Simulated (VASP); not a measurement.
# InSb (Pmmn) in VASP: a series of runs

The runs below take InSb through electric field gradients, with LDA.

All numbers are computed with VASP 6.6.1; they aren't measurements. Logs are shortened: lines on timing, memory, paths and dates and some standing lists are left out, and cuts for length are marked.

## 1. The cell of the first run

It takes space group Pmmn (No. 59, orthorhombic). Conventional cell: a = 5.357 Å, b = 5.712 Å, c = 3.155 Å, α = 90.00°, β = 90.00°, γ = 90.00°. Within 3.6 Å of In (site symmetry mm2) lie 4 Sb at 2.73 to 2.90 Å and 2 In at 3.15 Å. Within 3.6 Å of Sb (site symmetry mm2) lie 4 In at 2.73 to 2.90 Å and 2 Sb at 3.15 Å.

## 2. Electric field gradients, LDA (zz strain of +3 %)

INCAR reads:

```
PREC = Accurate ; ENCUT = 520
EDIFF = 1E-8 ; ISMEAR = -1
SIGMA = 0.08 ; LREAL = False
LASPH = True ; NELM = 60
ALGO = Normal ; ISIF = 2
LWAVE = False ; LCHARG = False
GGA = CA ; LEFG = True
NBANDS = 26
```

KPOINTS reads:

```
regular mesh
0
Gamma
  6 6 11
```

POSCAR reads:

```
InSb
1.0
    5.3570000000      0.0000000000      0.0000000000
    0.0000000000      5.7120000000      0.0000000000
    0.0000000000      0.0000000000      3.1548900000
In Sb
2 2
Direct
    0.0000000000      0.0000000000      0.0000000000
    0.5000000000      0.5000000000      0.0000000000
    0.5000000000      0.0000000000      0.8350000000
    0.0000000000      0.5000000000      0.1650000000
```

Potentials or basis: VASP PAW LDA potentials, release 64 (In_d, Sb).

On the command line:

```
$ cat potpaw_LDA.64/In_d/POTCAR potpaw_LDA.64/Sb/POTCAR > POTCAR
$ mpirun -np 1 vasp_std > vasp.out
```

OUTCAR:

```text
PREC = Accurate
   ENCUT = 520
   EDIFF = 1E-8
   ISMEAR = -1
   LREAL = False
   LASPH = True
   NELM = 60
   ISIF = 2
   GGA = CA

 ion  position               nearest neighbor table
   1  0.000  0.000  0.000-   3 2.73   3 2.73   4 2.90   4 2.90   3 3.76   3 3.76   4 3.89   4 3.89
                             2 3.92   2 3.92   2 3.92   2 3.92
   2  0.500  0.500  0.000-   4 2.73   4 2.73   3 2.90   3 2.90   4 3.76   4 3.76   3 3.89   3 3.89
                             1 3.92   1 3.92   1 3.92   1 3.92
   3  0.500  0.000  0.835-   1 2.73   1 2.73   2 2.90   2 2.90   1 3.76   1 3.76   2 3.89   2 3.89

   4  0.000  0.500  0.165-   2 2.73   2 2.73   1 2.90   1 2.90   2 3.76   2 3.76   1 3.89   1 3.89

  LATTYP: Found a simple orthorhombic cell.
 ALAT       =     3.1548900000
 B/A-ratio  =     1.6979989794
 C/A-ratio  =     1.8105227124

  Lattice vectors:

 A1 = (   0.0000000000,   0.0000000000,   3.1548900000)
 A2 = (   5.3570000000,   0.0000000000,   0.0000000000)
 A3 = (   0.0000000000,   5.7120000000,   0.0000000000)

Analysis of symmetry for initial positions (statically):
=====================================================================
 Subroutine PRICEL returns:
 Original cell was already a primitive cell.

 Routine SETGRP: Setting up the symmetry group for a
 simple orthorhombic supercell.

 Subroutine GETGRP returns: Found  8 space group operations
 (whereof  4 operations were pure point group operations)
 out of a pool of  8 trial point group operations.

The static configuration has the point symmetry C_2v.
 The point group associated with its full space group is D_2h.

Analysis of symmetry for dynamics (positions and initial velocities):
=====================================================================
 Subroutine PRICEL returns:
 Original cell was already a primitive cell.

 Routine SETGRP: Setting up the symmetry group for a
 simple orthorhombic supercell.

 Subroutine GETGRP returns: Found  8 space group operations
 (whereof  4 operations were pure point group operations)
 out of a pool of  8 trial point group operations.

The dynamic configuration has the point symmetry C_2v.
 The point group associated with its full space group is D_2h.

 Subroutine INISYM returns: Found  8 space group operations
 (whereof  4 operations are pure point group operations),
 and found     1 'primitive' translations

----------------------------------------------------------------------------------------

                                     Primitive cell

  volume of cell :      96.5371

  direct lattice vectors                    reciprocal lattice vectors
     5.357000000  0.000000000  0.000000000     0.186671645  0.000000000  0.000000000
     0.000000000  5.712000000  0.000000000     0.000000000  0.175070028  0.000000000
     0.000000000  0.000000000  3.154890000     0.000000000  0.000000000  0.316968262

  length of vectors
     5.357000000  5.712000000  3.154890000     0.186671645  0.175070028  0.316968262

  position of ions in fractional coordinates (direct lattice)
     0.000000000  0.000000000  0.000000000
     0.500000000  0.500000000  0.000000000
     0.500000000  0.000000000  0.835000000
     0.000000000  0.500000000  0.165000000

  ion indices of the primitive-cell ions
   primitive index   ion index
                 1           1
                 2           2
                 3           3
                 4           4

----------------------------------------------------------------------------------------

 KPOINTS: regular mesh

Automatic generation of k-mesh.
 Grid dimensions read from file:
 generate k-points for:    6    6   11

 Generating k-lattice:

  Cartesian coordinates                     Fractional coordinates (reciprocal lattice)
[... 42 lines left out ...]
   k-points           NKPTS =     96   k-points in BZ     NKDIM =     96   number of bands    NBANDS=     26
   number of dos      NEDOS =    301   number of ions     NIONS =      4
   total plane-waves  NPLWV =  40320
   dimension x,y,z NGX =    40 NGY =   42 NGZ =   24
   dimension x,y,z NGXF=    80 NGYF=   84 NGZF=   48
   ions per type =               2   2
   NGX,Y,Z   is equivalent  to a cutoff of  12.41, 12.22, 12.65 a.u.
   NGXF,Y,Z  is equivalent  to a cutoff of  24.83, 24.45, 25.29 a.u.
 SYSTEM =  unknown system
   PREC   = accura    normal or accurate (medium, high low for compatibility)
   ISTART =      0    job   : 0-new  1-cont  2-samecut
   ICHARG =      2    charge: 1-file 2-atom 10-const
   ISPIN  =      1    spin polarized calculation?
   LNONCOLLINEAR =      F non collinear calculations
   LSORBIT =      F    spin-orbit coupling
   LASPH  =      T    aspherical Exc in radial PAW
   ENCUT  =  520.0 eV  38.22 Ry    6.18 a.u.   9.96 10.62  5.87*2*pi/ulx,y,z
   NELM   =     60;   NELMIN=  2; NELMDL= -5     # of ELM steps
   EDIFF  = 0.1E-07   stopping-criterion for ELM
   LREAL  =      F    real-space projection
   EDIFFG = 0.1E-06   stopping-criterion for IOM
   NSW    =      0    number of steps for IOM
   IBRION =     -1    ionic relax: 0-MD 1-quasi-New 2-CG
   NFREE  =      0    steps in history (QN), initial steepest desc. (CG)
   ISIF   =      2    stress and relaxation
   ISYM   =      2    0-nonsym 1-usesym 2-fastsym
   POTIM  = 0.5000    time-step for ionic-motion
   TEBEG  =    0.0;   TEEND  =   0.0 temperature during run
   PSTRESS=    0.0 pullay stress
   NELECT =      36.0000    total number of electrons
   NUPDOWN=      -1.0000    fix difference up-down
   EMIN   =  10.00;   EMAX   =-10.00  energy-range for DOS
   EFERMI =   0.00;   METHOD = LEGACY
   ISMEAR =    -1;   SIGMA  =   0.08  broadening in eV -4-tet -1-fermi 0-gaus
   EFERMI_NEDOS =   21; number of points for ismear=-14 and -15
   IALGO  =     38    algorithm
   IMIX   =      4    mixing-type and parameters
     AMIX     =   0.40;   BMIX     =  1.00
     AMIX_MAG =   1.60;   BMIX_MAG =  1.00
  volume/ion in A,a.u.               =      24.13       162.87
  Fermi-wavevector in a.u.,A,eV,Ry     =   1.178359  2.226776 18.892098  1.388530
  Thomas-Fermi vector in A             =   2.314689
   LORBIT       =      0    0 simple, 1 ext, 2 COOP (PROOUT), +10 PAW based schemes
   GGA     = CA    functional components
   LHFCALC =     F    Hartree Fock is set to
   AEXX    =    0.0000 exact exchange contribution
   IVDW    =     0    specifies the selected vdW correction
   LEPSILON=     F    determine dielectric tensor
   LRPA    =     F    only Hartree local field effects (RPA)
 non-spin polarized calculation
  energy-cutoff  :      520.00
  volume of cell :       96.54
 maximum number of plane-waves:      2626
 NGX is ok and might be reduce to    40
   NGX = 19   NGY = 21   NGZ = 11

 number of electron      35.9999995 magnetization

 Free energy of the ion-electron system (eV)
  ---------------------------------------------------
  ext. energy  EPLUGINS =         0.00000000
  ---------------------------------------------------
  free energy    TOTEN  =       -15.52347479 eV

  energy without entropy =      -15.48628285  energy(sigma->0) =      -15.50487882

 E-fermi :   8.9260     XC(G=0): -10.7800

 val. band max:        8.9189903603   @ k =   0.0000   0.1667   0.1818
 cond. band min:       8.9500374892   @ k =   0.1667   0.3333   0.4545
 fundamental gap:      0.0310471289
 Fermi energy:         8.9260243699

 k-point     1 :       0.0000    0.0000    0.0000
  band No.  band energies     occupation
      1      -6.2515      2.00000
      2      -6.1901      2.00000
      3      -6.0497      2.00000
      4      -5.9081      2.00000
      5      -5.8878      2.00000
      6      -5.7488      2.00000
[... 685 lines left out ...]
     25      15.6368      0.00000
     26      15.6368      0.00000

 [... further k-points ...]
[... 5 lines left out ...]
  --------------------------------------------------------------------------------------
  -------------------------------------------------------------------------------------
  Total       12.6633060      4.1256348      0.3174506      0.0000000      0.0000000      0.0000000
  in kB      210.1665599     68.4710990      5.2685693      0.0000000      0.0000000      0.0000000
  external PRESSURE =      94.6354094 kB  Pullay stress =       0.0000000 kB

 VOLUME and BASIS-vectors are now :
 -----------------------------------------------------------------------------
  energy-cutoff  :      520.00
  volume of cell :       96.54
      direct lattice vectors                 reciprocal lattice vectors
     5.357000000  0.000000000  0.000000000     0.186671645  0.000000000  0.000000000
     0.000000000  5.712000000  0.000000000     0.000000000  0.175070028  0.000000000
     0.000000000  0.000000000  3.154890000     0.000000000  0.000000000  0.316968262

 POSITION                                       TOTAL-FORCE (eV/Angst)
 -----------------------------------------------------------------------------------
      0.00000      0.00000      0.00000         0.000000      0.000000      0.275622
      2.67850      2.85600      0.00000         0.000000      0.000000     -0.275622
      2.67850      0.00000      2.63433         0.000000      0.000000     -0.667691
      0.00000      2.85600      0.52056         0.000000      0.000000      0.667691
 -----------------------------------------------------------------------------------
    total drift:                               -0.000000      0.000000     -0.000000

  FREE ENERGIE OF THE ION-ELECTRON SYSTEM (eV)
  ---------------------------------------------------
  free  energy   TOTEN  =       -15.5234747899 eV

  energy  without entropy=      -15.4862828485  energy(sigma->0) =      -15.50487882

 Electric field gradients (V/A^2)
---------------------------------------------------------------------
 ion       V_xx      V_yy      V_zz      V_xy      V_xz      V_yz
---------------------------------------------------------------------
   1     -95.237     6.100    89.137     0.000    -0.000     0.000
   2     -95.237     6.100    89.137     0.000    -0.000     0.000
   3     -88.667   -69.092   157.759     0.000     0.000    -0.000
   4     -88.667   -69.092   157.759     0.000     0.000     0.000
---------------------------------------------------------------------

 Electric field gradients after diagonalization (V/A^2)
 (convention: |V_zz| > |V_xx| > |V_yy|)
----------------------------------------------------------------------
 ion       V_xx      V_yy      V_zz     asymmetry (V_yy - V_xx)/ V_zz
----------------------------------------------------------------------
   1      89.137     6.100   -95.237       0.872
   2      89.137     6.100   -95.237       0.872
   3     -88.667   -69.092   157.759       0.124
   4     -88.667   -69.092   157.759       0.124
----------------------------------------------------------------------

           NMR quadrupolar parameters

 Cq : quadrupolar parameter    Cq=e*Q*V_zz/h
 eta: asymmetry parameters     (V_yy - V_xx)/ V_zz
 Q  : nuclear electric quadrupole moment in mb (millibarn)
----------------------------------------------------------------------
 ion       Cq(MHz)       eta       Q (mb)
----------------------------------------------------------------------
   1      -0.230       0.872       1.000
   2      -0.230       0.872       1.000
   3       0.381       0.124       1.000
   4       0.381       0.124       1.000
----------------------------------------------------------------------
```

Wall time 83 s (1 thread of Intel Xeon 6975P-C (Granite Rapids), shared host); peak memory 0.31 GiB.

What came out:

- Free energy: -15.5235 eV
- Pressure: 9.5 GPa
- Largest force: 0.668 eV/Å
- Band gap on the k mesh: zero (band 18 reaches 10.74 eV, above the bottom of band 19 at 7.38 eV)

Forces on the atoms (eV/Å):
```
In   0.000  0.000  0.276
In   0.000  0.000 -0.276
Sb   0.000  0.000 -0.668
Sb   0.000  0.000  0.668
```

Stress tensor (GPa, compression positive):
```
21.02  0.00  0.00
 0.00  6.85  0.00
 0.00  0.00  0.53
```

Levels at points of the mesh, in eV from the Fermi level:
| k point | band 15 | band 16 | band 17 | band 18 | band 19 | band 20 | band 21 | band 22 |
| --- | --- | --- | --- | --- | --- | --- | --- | --- |
| (0.00, 0.00, 0.00) | -5.53 | -2.74 | -2.48 | -2.00 | 3.30 | 3.67 | 3.68 | 6.43 |
| (0.50, 0.00, 0.00) | -4.23 | -4.23 | 1.17 | 1.17 | 3.87 | 3.87 | 4.65 | 4.65 |
| (0.00, 0.50, 0.00) | -4.41 | -4.41 | -0.18 | -0.18 | 3.77 | 3.77 | 4.16 | 4.16 |
| (0.50, 0.50, 0.00) | -0.23 | -0.23 | 1.51 | 1.51 | 2.59 | 2.59 | 2.92 | 2.92 |

Electric field gradients, principal values (V/Å²):
| atom | least | middle | greatest (by size) |
| --- | --- | --- | --- |
| 1 In | 6.100 | 89.137 | -95.237 |
| 2 In | 6.100 | 89.137 | -95.237 |
| 3 Sb | -69.092 | -88.667 | 157.759 |
| 4 Sb | -69.092 | -88.667 | 157.759 |

Caveat: the cell differs from its parent crystal (zz strain of +3 %); without QUAD_EFG the Cq values of the log hold for a quadrupole moment of 1 mb, not for the nuclei; spin-orbit coupling is left out, which moves the levels of the heavy elements.

## 3. Electric field gradients, LDA (volume scaled by 0.99)

INCAR reads:

```
SYSTEM = InSb
ALGO = Normal
EDIFF = 1E-8
ENCUT = 520
GGA = CA
ISIF = 2
ISMEAR = -1
LASPH = .True.
LCHARG = .False.
LEFG = .True.
LREAL = .False.
LWAVE = .False.
NBANDS = 26
NELM = 80
PREC = Accurate
SIGMA = 0.08
```

KPOINTS reads:

```
k-points
0
Gamma
  6 6 11
  0 0 0
```

POSCAR reads:

```
InSb
1.0
    5.3390834782      0.0000000000      0.0000000000
    0.0000000000      5.6928961784      0.0000000000
    0.0000000000      0.0000000000      3.0527557763
In Sb
2 2
Direct
    0.0000000000      0.0000000000      0.0000000000
    0.5000000000      0.5000000000      0.0000000000
    0.5000000000      0.0000000000      0.8350000000
    0.0000000000      0.5000000000      0.1650000000
```

Potentials or basis: VASP PAW LDA potentials, release 64 (In_d, Sb).

On the command line:

```
$ cat potpaw_LDA.64/In_d/POTCAR potpaw_LDA.64/Sb/POTCAR > POTCAR
$ mpirun -np 1 vasp_std > vasp.out
```

OUTCAR:

```text
SYSTEM = InSb
   EDIFF = 1E-8
   ENCUT = 520
   GGA = CA
   ISIF = 2
   ISMEAR = -1
   LASPH = .True.
   LREAL = .False.
   NELM = 80
   PREC = Accurate

 ion  position               nearest neighbor table
   1  0.000  0.000  0.000-   3 2.72   3 2.72   4 2.89   4 2.89   3 3.69   3 3.69   4 3.82   4 3.82
                             2 3.90   2 3.90   2 3.90   2 3.90
   2  0.500  0.500  0.000-   4 2.72   4 2.72   3 2.89   3 2.89   4 3.69   4 3.69   3 3.82   3 3.82
                             1 3.90   1 3.90   1 3.90   1 3.90
   3  0.500  0.000  0.835-   1 2.72   1 2.72   2 2.89   2 2.89   1 3.69   1 3.69   2 3.82   2 3.82

   4  0.000  0.500  0.165-   2 2.72   2 2.72   1 2.89   1 2.89   2 3.69   2 3.69   1 3.82   1 3.82

  LATTYP: Found a simple orthorhombic cell.
 ALAT       =     3.0527557763
[... 932 lines left out ...]
   1     -85.615    13.097    72.518     0.000     0.000     0.000
   2     -85.615    13.097    72.518     0.000    -0.000     0.000
   3     -83.851   -71.648   155.499     0.000     0.000    -0.000
   4     -83.851   -71.648   155.499    -0.000     0.000    -0.000
---------------------------------------------------------------------

 Electric field gradients after diagonalization (V/A^2)
 (convention: |V_zz| > |V_xx| > |V_yy|)
----------------------------------------------------------------------
 ion       V_xx      V_yy      V_zz     asymmetry (V_yy - V_xx)/ V_zz
----------------------------------------------------------------------
   1      72.518    13.097   -85.615       0.694
   2      72.518    13.097   -85.615       0.694
   3     -83.851   -71.648   155.499       0.078
   4     -83.851   -71.648   155.499       0.078
----------------------------------------------------------------------

           NMR quadrupolar parameters

 Cq : quadrupolar parameter    Cq=e*Q*V_zz/h
 eta: asymmetry parameters     (V_yy - V_xx)/ V_zz
 Q  : nuclear electric quadrupole moment in mb (millibarn)
----------------------------------------------------------------------
 ion       Cq(MHz)       eta       Q (mb)
----------------------------------------------------------------------
   1      -0.207       0.694       1.000
   2      -0.207       0.694       1.000
   3       0.376       0.078       1.000
   4       0.376       0.078       1.000
----------------------------------------------------------------------
```

OSZICAR:

```text
N       E                     dE             d eps       ncg     rms          rms(c)
DAV:   1     0.301266044883E+03    0.30127E+03   -0.15779E+04  4992   0.158E+03
DAV:   2     0.111604914232E+02   -0.29011E+03   -0.28339E+03  5240   0.384E+02
DAV:   3    -0.145685692436E+02   -0.25729E+02   -0.25167E+02  6274   0.129E+02
DAV:   4    -0.155477598766E+02   -0.97919E+00   -0.97520E+00  5994   0.259E+01
DAV:   5    -0.156017755354E+02   -0.54016E-01   -0.54009E-01  7596   0.559E+00    0.723E+00
DAV:   6    -0.154525595464E+02    0.14922E+00   -0.23467E-01  6944   0.792E+00    0.390E+00
DAV:   7    -0.154181058141E+02    0.34454E-01   -0.96943E-02  7222   0.348E+00    0.742E-01
DAV:   8    -0.154153956669E+02    0.27101E-02   -0.12491E-02  6702   0.140E+00    0.452E-01
DAV:   9    -0.154151060475E+02    0.28962E-03   -0.90960E-04  6410   0.176E-01    0.110E-01
DAV:  10    -0.154151017803E+02    0.42671E-05   -0.45944E-05  6930   0.750E-02    0.385E-02
DAV:  11    -0.154151008065E+02    0.97382E-06   -0.59232E-06  6428   0.251E-02    0.201E-02
DAV:  12    -0.154151006282E+02    0.17829E-06   -0.56272E-07  5926   0.569E-03    0.427E-03
DAV:  13    -0.154151006368E+02   -0.85297E-08   -0.10969E-07  7032   0.397E-03    0.133E-03
DAV:  14    -0.154151006308E+02    0.59454E-08   -0.17053E-08  3904   0.120E-03
   1 F= -.15415101E+02 E0= -.15400157E+02  d E =-.298880E-01
```

Run time: 74 s. Hardware: 1 thread of Intel Xeon 6975P-C (Granite Rapids), shared host; peak memory 0.31 GiB.

What came out:

| Item | Value |
| --- | --- |
| Free energy | -15.4151 eV |
| Pressure | 13.0 GPa |
| Largest force | 0.641 eV/Å |
| Band gap on the k mesh | zero (band 18 reaches 11.23 eV, above the bottom of band 19 at 7.87 eV) |

Forces on the atoms (eV/Å):
```
In   0.000  0.000  0.256
In   0.000  0.000 -0.256
Sb   0.000  0.000 -0.641
Sb   0.000  0.000  0.641
```

Electric field gradients, principal values (V/Å²):
```
atom    least   middle  greatest (by size)
1 In   13.097   72.518             -85.615
2 In   13.097   72.518             -85.615
3 Sb  -71.648  -83.851             155.499
4 Sb  -71.648  -83.851             155.499
```

Caveat: without QUAD_EFG the Cq values of the log hold for a quadrupole moment of 1 mb, not for the nuclei; spin-orbit coupling is left out, which moves the levels of the heavy elements.

(Part 1 of 3 ends here.)
